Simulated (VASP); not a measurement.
Slab: MoS2, a slab with vacuum.

```xyz
3
Lattice="3.2466 0.0000 0.0000 -1.6233 2.8116 0.0000 0.0000 0.0000 17.6746" Properties=species:S:1:pos:R:3 pbc="T T T"
Mo    0.0000    0.0000    0.0000
S     0.0000    1.8744   16.0928
S     0.0000    1.8744    1.5818
```

Base run:

```yaml
Program: VASP 6.6.1
Functional: r2SCAN
Potentials_or_basis: VASP PAW PBE potentials, release 64 (Mo_sv, S)
Cutoff: 520 eV
k_mesh: 10 × 10 × 2
Occupations: fermi-dirac, width 0.05 eV
Spin: no spin polarisation
```

Its results: band gap on the k mesh 1.67 eV, indirect (least direct gap 1.87 eV); largest force 0.886 eV/Å.

Question: The run is repeated on the same cell with these changes: functional from r2SCAN to PBE. What comes out?

Answer: Band gap on the k mesh 1.59 eV, indirect (least direct gap 1.77 eV); largest force 0.683 eV/Å.

Caveats: the PAW data sets were made with another functional, which shifts forces and pressure a little (some runs).

A k mesh can miss the band edges.
